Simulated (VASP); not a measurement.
# Mn (P6_3/mmc) in VASP: notebook

Mn is run at these levels: r2SCAN; tasks: single point.

Program: VASP 6.6.1. These are calculated values, not measurements. Logs are shortened: lines on timing, memory, paths and dates and some standing lists are left out, and cuts for length are marked.

## 1. The cell of the first run

Symmetry: P6_3/mmc, No. 194, hexagonal system. Conventional cell: a = 2.460 Å, b = 2.460 Å, c = 7.958 Å, α = 90.00°, β = 90.00°, γ = 120.00°. Mn (site symmetry -3m) has 12 Mn at 2.44 to 2.46 Å within 3.2 Å. Mn (site symmetry -6m2) has 12 Mn at 2.44 to 2.46 Å within 3.2 Å.

This isn't the form of Mn at room conditions, which is a 58-atom cubic cell.

## 2. Single point, r2SCAN

POSCAR reads:

```
Mn
1.0
    2.4596328281      0.0000000000      0.0000000000
   -1.2298164140      2.1301045132      0.0000000000
    0.0000000000      0.0000000000      7.9579876579
Mn
4
Direct
    1.0000000000      1.0000000000      0.0000000000
    1.0000000000      0.0000000000      0.5000000000
    0.3333333333      0.6666666667      0.2500000000
    0.6666666667      0.3333333333      0.7500000000
```

INCAR.step1 reads:

```
SYSTEM = Mn
PREC     = Accurate       ! precision mode
ENCUT    = 520            ! plane-wave cutoff, eV
ISMEAR   = -1             ! smearing method
SIGMA    = 0.1            ! smearing width, eV
LREAL    = .False.        ! projectors in reciprocal space
LASPH    = .True.         ! aspherical terms in the spheres
NELM     = 60             ! most SCF steps
NBANDS   = 34             ! bands
GGA      = PE             ! functional
ALGO     = Normal         ! electronic algorithm
EDIFF    = 1E-4           ! SCF threshold, eV
LWAVE    = .True.         ! write WAVECAR
LCHARG   = .False.        ! write CHGCAR
```

INCAR.step2 reads:

```
SYSTEM = Mn
PREC     = Accurate       ! precision mode
ENCUT    = 520            ! plane-wave cutoff, eV
EDIFF    = 1E-7           ! SCF threshold, eV
ISMEAR   = -1             ! smearing method
SIGMA    = 0.1            ! smearing width, eV
LREAL    = .False.        ! projectors in reciprocal space
LASPH    = .True.         ! aspherical terms in the spheres
NELM     = 60             ! most SCF steps
ALGO     = Normal         ! electronic algorithm
ISIF     = 2              ! what is computed and relaxed
LWAVE    = .False.        ! write WAVECAR
LCHARG   = .False.        ! write CHGCAR
METAGGA  = R2SCAN         ! meta-GGA
LMIXTAU  = .True.       
NBANDS   = 34             ! bands
ISTART   = 1
```

KPOINTS reads:

```
regular mesh
0
Gamma
  14 14 4
  0 0 0
```

Potentials or basis: VASP PAW PBE potentials, release 64 (Mn_pv).

Run with:

```
$ cat potpaw_PBE.64/Mn_pv/POTCAR > POTCAR
$ cp INCAR.step1 INCAR
$ mpirun -np 1 vasp_std > vasp.out
$ cp INCAR.step2 INCAR
$ mpirun -np 1 vasp_std > vasp.out
```

OUTCAR:

```text
SYSTEM = Mn
   PREC = Accurate
   ENCUT = 520
   EDIFF = 1E-7
   ISMEAR = -1
   LREAL = .False.
   LASPH = .True.
   NELM = 60
   ISIF = 2
   METAGGA = R2SCAN
   ISTART = 1

 ion  position               nearest neighbor table
   1  0.000  0.000  0.000-   3 2.44   4 2.44   4 2.44   3 2.44   4 2.44   3 2.44
   2  0.000  0.000  0.500-   3 2.44   4 2.44   4 2.44   3 2.44   4 2.44   3 2.44
   3  0.333  0.667  0.250-   1 2.44   2 2.44   1 2.44   2 2.44   1 2.44   2 2.44
   4  0.667  0.333  0.750-   1 2.44   2 2.44   1 2.44   2 2.44   1 2.44   2 2.44

  LATTYP: Found a hexagonal cell.
 ALAT       =     2.4596328281
 C/A-ratio  =     3.2354372437

  Lattice vectors:

 A1 = (   2.4596328281,   0.0000000000,   0.0000000000)
 A2 = (  -1.2298164140,   2.1301045132,   0.0000000000)
 A3 = (   0.0000000000,   0.0000000000,   7.9579876579)

Analysis of symmetry for initial positions (statically):
=====================================================================
 Subroutine PRICEL returns:
 Original cell was already a primitive cell.

 Routine SETGRP: Setting up the symmetry group for a
 hexagonal supercell.

 Subroutine GETGRP returns: Found 24 space group operations
 (whereof 12 operations were pure point group operations)
 out of a pool of 24 trial point group operations.

The static configuration has the point symmetry D_3d.
 The point group associated with its full space group is D_6h.

Analysis of symmetry for dynamics (positions and initial velocities):
=====================================================================
 Subroutine PRICEL returns:
 Original cell was already a primitive cell.

 Routine SETGRP: Setting up the symmetry group for a
 hexagonal supercell.

 Subroutine GETGRP returns: Found 24 space group operations
 (whereof 12 operations were pure point group operations)
 out of a pool of 24 trial point group operations.

The dynamic configuration has the point symmetry D_3d.
 The point group associated with its full space group is D_6h.

 Subroutine INISYM returns: Found 24 space group operations
 (whereof 12 operations are pure point group operations),
 and found     1 'primitive' translations

----------------------------------------------------------------------------------------

                                     Primitive cell

  volume of cell :      41.6941

  direct lattice vectors                    reciprocal lattice vectors
     2.459632828  0.000000000  0.000000000     0.406564748  0.234730266  0.000000000
    -1.229816414  2.130104513  0.000000000     0.000000000  0.469460533  0.000000000
     0.000000000  0.000000000  7.957987658     0.000000000  0.000000000  0.125659908

  length of vectors
     2.459632828  2.459632828  7.957987658     0.469460533  0.469460533  0.125659908

  position of ions in fractional coordinates (direct lattice)
     0.000000000  0.000000000  0.000000000
     0.000000000  0.000000000  0.500000000
     0.333333333  0.666666667  0.250000000
     0.666666667  0.333333333  0.750000000

  ion indices of the primitive-cell ions
   primitive index   ion index
                 1           1
                 2           2
                 3           3
                 4           4

----------------------------------------------------------------------------------------

 KPOINTS: regular mesh

Automatic generation of k-mesh.
 Grid dimensions read from file:
 generate k-points for:   14   14    4

 Generating k-lattice:

  Cartesian coordinates                     Fractional coordinates (reciprocal lattice)
     0.029040339  0.016766448  0.000000000     0.071428571  0.000000000  0.000000000
     0.000000000  0.033532895  0.000000000     0.000000000  0.071428571  0.000000000
     0.000000000  0.000000000  0.031414977     0.000000000  0.000000000  0.250000000

  Length of vectors
     0.033532895  0.033532895  0.031414977

  Shift w.r.t. Gamma in fractional coordinates (k-lattice)
     0.000000000  0.000000000  0.000000000

 Subroutine IBZKPT returns following result:
 ===========================================

 Found     72 irreducible k-points:

 Following reciprocal coordinates:
            Coordinates               Weight
  0.000000  0.000000  0.000000      1.000000
  0.071429  0.000000  0.000000      6.000000
  0.142857 -0.000000  0.000000      6.000000
  0.214286 -0.000000  0.000000      6.000000
  0.285714 -0.000000  0.000000      6.000000
  0.357143  0.000000  0.000000      6.000000
[... 16 lines left out ...]
  0.285714  0.285714  0.000000      6.000000
  0.357143  0.285714  0.000000      6.000000
 [... further k-points ...]
   k-points           NKPTS =     72   k-points in BZ     NKDIM =     72   number of bands    NBANDS=     34
   number of dos      NEDOS =    301   number of ions     NIONS =      4
   total plane-waves  NPLWV =  19440
   dimension x,y,z NGX =    18 NGY =   18 NGZ =   60
   dimension x,y,z NGXF=    36 NGYF=   36 NGZF=  120
   ions per type =               4
   NGX,Y,Z   is equivalent  to a cutoff of  12.17, 12.17, 12.53 a.u.
   NGXF,Y,Z  is equivalent  to a cutoff of  24.33, 24.33, 25.07 a.u.
 SYSTEM =  Mn
   PREC   = accura    normal or accurate (medium, high low for compatibility)
   ISTART =      1    job   : 0-new  1-cont  2-samecut
   ICHARG =      0    charge: 1-file 2-atom 10-const
   ISPIN  =      1    spin polarized calculation?
   LNONCOLLINEAR =      F non collinear calculations
   LSORBIT =      F    spin-orbit coupling
   LASPH  =      T    aspherical Exc in radial PAW
   ENCUT  =  520.0 eV  38.22 Ry    6.18 a.u.   4.57  4.57 14.80*2*pi/ulx,y,z
   NELM   =     60;   NELMIN=  2; NELMDL=  0     # of ELM steps
   EDIFF  = 0.1E-06   stopping-criterion for ELM
   LREAL  =      F    real-space projection
   EDIFFG = 0.1E-05   stopping-criterion for IOM
   NSW    =      0    number of steps for IOM
   IBRION =     -1    ionic relax: 0-MD 1-quasi-New 2-CG
   NFREE  =      0    steps in history (QN), initial steepest desc. (CG)
   ISIF   =      2    stress and relaxation
   ISYM   =      2    0-nonsym 1-usesym 2-fastsym
   POTIM  = 0.5000    time-step for ionic-motion
   TEBEG  =    0.0;   TEEND  =   0.0 temperature during run
   PSTRESS=    0.0 pullay stress
   NELECT =      52.0000    total number of electrons
   NUPDOWN=      -1.0000    fix difference up-down
   EMIN   =  10.00;   EMAX   =-10.00  energy-range for DOS
   EFERMI =   0.00;   METHOD = LEGACY
   ISMEAR =    -1;   SIGMA  =   0.10  broadening in eV -4-tet -1-fermi 0-gaus
   EFERMI_NEDOS =   21; number of points for ismear=-14 and -15
   IALGO  =     38    algorithm
   IMIX   =      4    mixing-type and parameters
     AMIX     =   0.40;   BMIX     =  1.00
     AMIX_MAG =   1.60;   BMIX_MAG =  1.00
  volume/ion in A,a.u.               =      10.42        70.34
  Fermi-wavevector in a.u.,A,eV,Ry     =   1.762183  3.330044 42.250044  3.105291
  Thomas-Fermi vector in A             =   2.830606
   LORBIT       =      0    0 simple, 1 ext, 2 COOP (PROOUT), +10 PAW based schemes
   METAGGA = R2SCAN    functional components
   LHFCALC =     F    Hartree Fock is set to
   AEXX    =    0.0000 exact exchange contribution
   IVDW    =     0    specifies the selected vdW correction
   LEPSILON=     F    determine dielectric tensor
   LRPA    =     F    only Hartree local field effects (RPA)
 non-spin polarized calculation
  energy-cutoff  :      520.00
  volume of cell :       41.69
 maximum number of plane-waves:      1151
   NGX =  9   NGY =  9   NGZ = 29

 number of electron      52.0000054 magnetization

 Free energy of the ion-electron system (eV)
  ---------------------------------------------------
  ext. energy  EPLUGINS =         0.00000000
  ---------------------------------------------------
  free energy    TOTEN  =       -57.17627980 eV

  energy without entropy =      -57.01708309  energy(sigma->0) =      -57.09668145

 E-fermi :  10.7857     XC(G=0): -15.6171

 val. band max:       10.7813086928   @ k =   0.3571   0.2857   0.2500
 cond. band min:      10.7898300810   @ k =   0.3571   0.1429   0.2500
 fundamental gap:      0.0085213883
 Fermi energy:        10.7856625023

 k-point     1 :       0.0000    0.0000    0.0000
  band No.  band energies     occupation
      1     -39.4536      2.00000
      2     -39.0478      2.00000
      3     -38.9792      2.00000
      4     -38.6808      2.00000
      5     -38.6806      2.00000
      6     -38.6243      2.00000
[... 26 lines left out ...]
     33      12.0406      0.00001
     34      12.0406      0.00001

 k-point     2 :       0.0714    0.0000    0.0000
  band No.  band energies     occupation
      1     -39.4389      2.00000
      2     -39.0513      2.00000
      3     -38.9844      2.00000
      4     -38.7126      2.00000
      5     -38.6910      2.00000
      6     -38.6484      2.00000
[... 26 lines left out ...]
     33      12.0261      0.00001
     34      12.1015      0.00000

 k-point     3 :       0.1429   -0.0000    0.0000
  band No.  band energies     occupation
      1     -39.3966      2.00000
      2     -39.0676      2.00000
      3     -39.0084      2.00000
      4     -38.7991      2.00000
      5     -38.7192      2.00000
      6     -38.7109      2.00000
[... 26 lines left out ...]
     33      12.1381      0.00000
     34      12.2948      0.00000

 k-point     4 :       0.2143   -0.0000    0.0000
  band No.  band energies     occupation
      1     -39.3327      2.00000
      2     -39.1115      2.00000
      3     -39.0737      2.00000
      4     -38.9179      2.00000
      5     -38.8400      2.00000
      6     -38.7760      2.00000
[... 26 lines left out ...]
     33      12.5513      0.00000
     34      12.5990      0.00000

 k-point     5 :       0.2857   -0.0000    0.0000
  band No.  band energies     occupation
      1     -39.2716      2.00000
      2     -39.1828      2.00000
      3     -39.1729      2.00000
      4     -39.0445      2.00000
      5     -38.9888      2.00000
      6     -38.8202      2.00000
[... 621 lines left out ...]
 k-point    22 :       0.3571    0.2143    0.0000
  band No.  band energies     occupation
      1     -39.3173      2.00000
      2     -39.3115      2.00000
      3     -39.1949      2.00000
      4     -39.1702      2.00000
      5     -39.0692      2.00000
      6     -39.0113      2.00000
[... 26 lines left out ...]
     33      15.7072      0.00000
     34      16.8662      0.00000

 k-point    23 :       0.2857    0.2857    0.0000
  band No.  band energies     occupation
      1     -39.2749      2.00000
      2     -39.2712      2.00000
      3     -39.2025      2.00000
      4     -39.1168      2.00000
      5     -39.1073      2.00000
      6     -39.0807      2.00000
[... 26 lines left out ...]
     33      15.9332      0.00000
     34      17.1956      0.00000

 k-point    24 :       0.3571    0.2857    0.0000
  band No.  band energies     occupation
      1     -39.2638      2.00000
      2     -39.2472      2.00000
      3     -39.1736      2.00000
      4     -39.1554      2.00000
      5     -39.1478      2.00000
      6     -39.0665      2.00000
[... 26 lines left out ...]
     33      17.2619      0.00000
     34      17.9288      0.00000

 [... further k-points ...]

------------------------ aborting loop because EDIFF is reached ----------------------------------------

  FORCE on cell =-STRESS in cart. coord.  units (eV):
  Direction    XX          YY          ZZ          XY          YZ          ZX
  --------------------------------------------------------------------------------------
  -------------------------------------------------------------------------------------
  Total        0.0481957      0.0481957      0.1160073      0.0000000      0.0000000      0.0000000
  in kB        1.8520144      1.8520144      4.4578104      0.0000000      0.0000000      0.0000000
  external PRESSURE =       2.7206131 kB  Pullay stress =       0.0000000 kB

 VOLUME and BASIS-vectors are now :
 -----------------------------------------------------------------------------
  energy-cutoff  :      520.00
  volume of cell :       41.69
      direct lattice vectors                 reciprocal lattice vectors
     2.459632828  0.000000000  0.000000000     0.406564748  0.234730266  0.000000000
    -1.229816414  2.130104513  0.000000000     0.000000000  0.469460533  0.000000000
     0.000000000  0.000000000  7.957987658     0.000000000  0.000000000  0.125659908

 POSITION                                       TOTAL-FORCE (eV/Angst)
 -----------------------------------------------------------------------------------
      0.00000      0.00000      0.00000        -0.000000      0.000000      0.000000
      0.00000      0.00000      3.97899        -0.000000      0.000000      0.000000
     -0.00000      1.42007      1.98950         0.000000      0.000000      0.000000
      1.22982      0.71003      5.96849        -0.000000      0.000000     -0.000000
 -----------------------------------------------------------------------------------
    total drift:                                0.000000     -0.000000      0.000000

  FREE ENERGIE OF THE ION-ELECTRON SYSTEM (eV)
  ---------------------------------------------------
  free  energy   TOTEN  =       -57.1762798042 eV

  energy  without entropy=      -57.0170830860  energy(sigma->0) =      -57.09668145
```

It took 3.7 min on 1 thread of Intel Xeon 6975P-C (Granite Rapids), shared host; peak memory 0.2 GiB.

What came out:

```yaml
Free_energy: -57.1763 eV
Pressure: 0.3 GPa
Band_gap_on_the_k_mesh: zero (bands 26 and 27 overlap by 2.17 eV)
```

Stress tensor (GPa, compression positive):
```
0.19 0.00 0.00
0.00 0.19 0.00
0.00 0.00 0.45
```

Levels at points of the mesh, in eV from the Fermi level:
```csv
k point,band 22,band 23,band 24,band 25,band 26,band 27,band 28,band 29,band 30,band 31
"(0.00, 0.00, 0.00)",-1.26,-1.14,-0.84,-0.84,-0.79,-0.79,0.34,0.34,0.53,0.79
"(0.50, 0.00, 0.00)",-1.32,-0.64,0.14,0.16,1.27,1.90,1.94,1.99,2.00,2.11
"(0.00, 0.00, 0.50)",-1.14,-0.99,-0.99,-0.99,-0.99,-0.90,-0.90,0.60,0.60,0.60
"(0.50, 0.00, 0.50)",-0.92,-0.55,-0.55,0.18,0.18,1.42,1.42,1.93,1.93,2.09
```

Caveat: the PAW data sets were made with another functional, which shifts forces and pressure a little; the run has no spin polarisation, though such a crystal can be magnetic.

## 3. Single point, r2SCAN (9.17 Å³/atom)

This run uses another cell than the first one, of 9.17 Å³/atom.

POSCAR reads:

```
Mn
1.0
    2.3570267148      0.0000000000      0.0000000000
   -1.1785133574      2.0412450124      0.0000000000
    0.0000000000      0.0000000000      7.6260120173
Mn
4
Direct
    1.0000000000      1.0000000000      0.0000000000
    1.0000000000      0.0000000000      0.5000000000
    0.3333333333      0.6666666667      0.2500000000
    0.6666666667      0.3333333333      0.7500000000
```

INCAR.step1 reads:

```
SYSTEM = Mn
ALGO = Normal ; EDIFF = 1E-4
ENCUT = 520 ; GGA = PE
ISMEAR = -1 ; LASPH = .TRUE.
LCHARG = .FALSE. ; LREAL = .FALSE.
LWAVE = .TRUE. ; NBANDS = 34
NELM = 100 ; PREC = Accurate
SIGMA = 0.1
```

INCAR.step2 reads:

```
SYSTEM = Mn
ALGO = Normal ; EDIFF = 1E-6
ENCUT = 520 ; ISIF = 2
ISMEAR = -1 ; ISTART = 1
LASPH = .TRUE. ; LCHARG = .FALSE.
LMIXTAU = .TRUE. ; LREAL = .FALSE.
LWAVE = .FALSE. ; METAGGA = R2SCAN
NBANDS = 34 ; NELM = 100
PREC = Accurate ; SIGMA = 0.1
```

KPOINTS reads:

```
k-points
0
G
  16 16 5
  0 0 0
```

Potentials or basis: VASP PAW PBE potentials, release 64 (Mn_pv).

Run with:

```
$ cat potpaw_PBE.64/Mn_pv/POTCAR > POTCAR
$ cp INCAR.step1 INCAR
$ mpirun -np 1 vasp_std > vasp.out
$ cp INCAR.step2 INCAR
$ mpirun -np 1 vasp_std > vasp.out
```

Wall time 4 min (1 thread of Intel Xeon 6975P-C (Granite Rapids), shared host); peak memory 0.21 GiB.

Results (log left out):

* Free energy: -56.4390 eV
* Pressure: 52.3 GPa
* Band gap on the k mesh: zero (bands 26 and 27 overlap by 2.77 eV)

Stress tensor (GPa, compression positive):
```
52.54  0.00  0.00
 0.00 52.54  0.00
 0.00  0.00 51.82
```

Levels at points of the mesh, in eV from the Fermi level:
```csv
k point,band 24,band 25,band 26,band 27,band 28,band 29
"(0.00, 0.00, 0.00)",-1.03,-1.03,-0.95,-0.95,0.37,0.37
"(0.50, 0.00, 0.00)",0.15,0.16,1.62,2.28,2.32,2.38
```

Caveat: the cell stands under pressure; the PAW data sets were made with another functional, which shifts forces and pressure a little; the run has no spin polarisation, though such a crystal can be magnetic.
